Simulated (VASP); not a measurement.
Set up this calculation in VASP 6.6.1, as the native input.

* Task: single point
* Functional: PBE
* Potentials or basis: VASP PAW PBE potentials, release 64 (Mn_pv, Sb)
* Cutoff: 520 eV
* k mesh: 4 × 4 × 4
* Occupations: tetrahedron
* Spin: collinear spin, ferrimagnetic start
* Starting moments: [4.18, -0.12] μB
* Hubbard terms: Mn d U = 6.3 eV
* Dipole correction: no
* Further INCAR settings: ALGO = Normal; EDIFF = 1e-06; NBANDS = 20

The structure of MnSb lies in POSCAR:

```
MnSb
1.0
    0.0000000000      2.7950160000      2.7950160000
    2.7950160000      0.0000000000      2.7950160000
    2.7950160000      2.7950160000      0.0000000000
Mn Sb
1 1
Direct
    0.0000000000      0.0000000000      0.0000000000
    0.5000000000      0.5000000000      0.5000000000
```

One way to write it, as run:

INCAR

```
SYSTEM = MnSb
PREC = Accurate
ENCUT = 520
EDIFF = 1E-6
ISMEAR = -5
SIGMA = 0.1
LREAL = .False.
LASPH = .True.
NELM = 150
ALGO = Normal
ISIF = 2
LWAVE = .False.
LCHARG = .True.
ISPIN = 2
MAGMOM = 4.18 -0.12
LORBIT = 11
LMAXMIX = 4
LDAU = .True.
LDAUTYPE = 2
LDAUL = 2 -1
LDAUU = 6.3 0
LDAUJ = 0 0
LDAUPRINT = 1
GGA = PE
LELF = .True.
LVHAR = .True.
NBANDS = 20
```

KPOINTS

```
Automatic mesh
0
Gamma
  4 4 4
  0 0 0
```

Potentials or basis: VASP PAW PBE potentials, release 64 (Mn_pv, Sb).

Run with:

```bash
$ cat potpaw_PBE.64/Mn_pv/POTCAR potpaw_PBE.64/Sb/POTCAR > POTCAR
$ mpirun -np 1 vasp_std > vasp.out
```

Results of the run:

```
Pressure                                              : 10.2 GPa
Net moment                                            : 4.15 μB per cell
Site moments                                          : Mn +4.45; Sb -0.27 μB
Valence electrons inside the program's atomic spheres : Mn 11.41; Sb 2.55
```

Caveat: the k points lie up to 0.49 Å⁻¹ apart; a cell with one magnetic atom can't hold antiferromagnetic order, which such compounds often take; the U is typed as a test and isn't derived for this compound; tetrahedron occupations give inexact forces and stress in metals.

Run time: 51 s on 1 thread of Intel Xeon 8259CL, with other jobs on the host, peak memory 0.19 GiB.
